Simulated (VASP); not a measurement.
**ErInC: relaxation of cell and atoms with PBE**

Crystal: ErInC.

```xyz
3
Lattice="3.8081 0.0000 0.0000 0.0000 3.8447 0.0000 0.0000 0.0000 3.9632" Properties=species:S:1:pos:R:3 pbc="T T T"
Er    0.0000    0.0000    0.0000
In    1.9041    1.9224    1.9816
C     1.9041    1.9224    0.0000
```

The cell was generated, and may not be a known phase.

| Quantity | Value |
| --- | --- |
| Program | VASP 6.6.1 |
| Task | relaxation of cell and atoms |
| Functional | PBE |
| Potentials or basis | VASP PAW PBE potentials, release 64 (Er_3, In_d, C), 4f in core |
| Cutoff | 600 eV |
| k mesh | 12 × 12 × 12 |
| Occupations | gaussian, width 0.1 eV |
| Spin | no spin polarisation |
| Dipole correction | no |
| Further INCAR settings | ALGO = Normal; EDIFF = 1e-07; IBRION = 2; EDIFFG = -0.01; NSW = 100; ISIF = 3 |

```
Relaxed volume                        : 18.70 Å³/atom
Relaxed cell                          : a = 3.502 Å, b = 3.502 Å, c = 4.576 Å, α = 90.00°, β = 90.00°, γ = 90.00°
Space group after relaxing (to 0.1 Å) : P4/mmm (No. 123)
Energy gained by relaxing             : 327.9 meV/atom
Ionic steps                           : 9
Pressure after relaxing               : -0.1 GPa
Band gap on the k mesh                : zero (bands 13 and 14 overlap by 2.87 eV)
```

The path:
```csv
step,energy change (eV),largest force (eV/Å),pressure (GPa),volume (Å³)
1,0.0000,0.0000,1.80,58.03
2,-0.9351,0.0000,-4.43,58.95
3,-0.9472,0.0000,-3.92,58.94
4,-0.9644,0.0000,2.63,54.92
5,-0.9796,0.0000,-0.27,56.48
6,-0.9828,0.0000,-0.11,56.26
7,-0.9837,0.0000,0.06,56.05
8,-0.9837,0.0000,0.07,56.05
9,-0.9837,0.0000,-0.06,56.11
```

Final structure:
```
Er In C
1.0
     3.50205    0.00000    0.00000
     0.00000    3.50187    0.00000
     0.00000    0.00000    4.57564
Er In C
1 1 1
Cartesian
  0.0000 0.0000 0.0000
  1.7510 1.7509 2.2878
  1.7510 1.7509 0.0000
```

Levels at points of the mesh, in eV from the Fermi level:
```tsv
k point	band 11	band 12	band 13	band 14	band 15	band 16
(0.00, 0.00, 0.00)	-3.39	0.09	0.09	0.62	4.37	4.37
(0.50, 0.00, 0.00)	-3.69	-2.04	-1.92	-1.31	4.70	4.77
(0.00, 0.50, 0.00)	-3.69	-2.04	-1.92	-1.31	4.70	4.77
(0.50, 0.50, 0.00)	-2.19	-2.19	0.37	0.72	1.81	1.81
(0.00, 0.00, 0.50)	0.60	0.60	0.71	1.65	2.24	2.41
(0.50, 0.00, 0.50)	-3.55	-2.03	-1.69	3.42	3.70	4.35
(0.00, 0.50, 0.50)	-3.55	-2.03	-1.69	3.42	3.70	4.35
(0.50, 0.50, 0.50)	-1.84	-1.84	-0.74	-0.74	3.66	3.90
```

Run time: 40 min on 1 thread of Intel(R) Xeon(R) Platinum 8488C (Sapphire Rapids), with other jobs on the host, peak memory 0.61 GiB.

Caveat: a cell axis changed by over 15 % at a fixed basis, so the end point is rough; spin-orbit coupling is left out, which moves the levels of the heavy elements; the 4f electrons are frozen in the core, so they carry no moment and show no levels. Spin polarisation is off, so any magnetic state and its effect on volume and gap are missing.
